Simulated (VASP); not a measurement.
PbO2, 3 atoms in the cell. The structure is cubic, space group Fm-3m (No. 225). The conventional cell has a = 5.404 Å, b = 5.404 Å, c = 5.404 Å, α = 90.00°, β = 90.00°, γ = 90.00°. Pb (site symmetry m-3m) has 8 O at 2.34 Å within 3.1 Å. Within 3.1 Å of O (site symmetry -43m) lie 4 Pb at 2.34 Å and 6 O at 2.70 Å. 

```yaml
Program: VASP 6.6.1
Task: single point
Functional: PBE
Potentials_or_basis: VASP PAW PBE potentials, release 64 (Pb_d, O)
Cutoff: 600 eV
k_mesh: 6 × 6 × 6
Occupations: gaussian, width 0.1 eV
Spin: collinear spin, zero start
Starting_moments: "[0.0, 0.0, 0.0] μB"
Hubbard_terms: O p U = 1.6 eV
Dipole_correction: no
Further_INCAR_settings: ALGO = Normal; EDIFF = 1e-06; NBANDS = 24
```

Potentials or basis: VASP PAW PBE potentials, release 64 (Pb_d, O).

Launch:

```sh
$ cat potpaw_PBE.64/Pb_d/POTCAR potpaw_PBE.64/O/POTCAR > POTCAR
$ mpirun -np 1 vasp_std > vasp.out
```

Hardware: 1 thread of Intel(R) Xeon(R) 6975P-C (Granite Rapids) (shared host).

Question: How long does it take, and how much memory?

Answer: Wall time 24 s on 1 thread of Intel(R) Xeon(R) 6975P-C (Granite Rapids), on a shared host, peak memory 0.21 GiB. Counts: scf iterations 14, k points 16.
